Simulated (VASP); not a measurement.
Here is a VASP 6.6.1 calculation.

File INCAR:

```
ALGO = Normal ; EDIFF = 1E-6
ENCUT = 520 ; GGA = CA
ISIF = 2 ; ISMEAR = 0
LASPH = True ; LCHARG = False
LREAL = False ; LWAVE = False
NBANDS = 24 ; NELM = 100
PREC = Accurate ; SIGMA = 0.05
```

The input KPOINTS:

```
k-points
0
Gamma
  9 9 4
```

File POSCAR:

```
SrO
1.0
    3.5532880902      0.0000000000      0.0000000000
   -1.7766440451      3.0772377531      0.0000000000
    0.0000000000      0.0000000000      6.2173039800
Sr O
2 2
Direct
    0.3333333333      0.6666666667      0.2500000000
    0.6666666667      0.3333333333      0.7500000000
    0.0000000000      0.0000000000      0.0000000000
    0.0000000000      0.0000000000      0.5000000000
```

Potentials or basis: VASP PAW LDA potentials, release 64 (Sr_sv, O).

The run is started by

```sh
$ cat potpaw_LDA.64/Sr_sv/POTCAR potpaw_LDA.64/O/POTCAR > POTCAR
$ mpirun -np 1 vasp_std > vasp.out
```

Question: Estimate the pressure.

Answer: -5.0 GPa.

Question: Estimate the band gap on the k mesh.

Answer: 2.88 eV, direct.

Stress tensor (GPa, compression positive):
```
-4.67  0.00  0.00
 0.00 -4.67  0.00
 0.00  0.00 -5.60
```

A k mesh can miss the band edges. A hybrid or GW would open this gap; LDA tends to underestimate it.
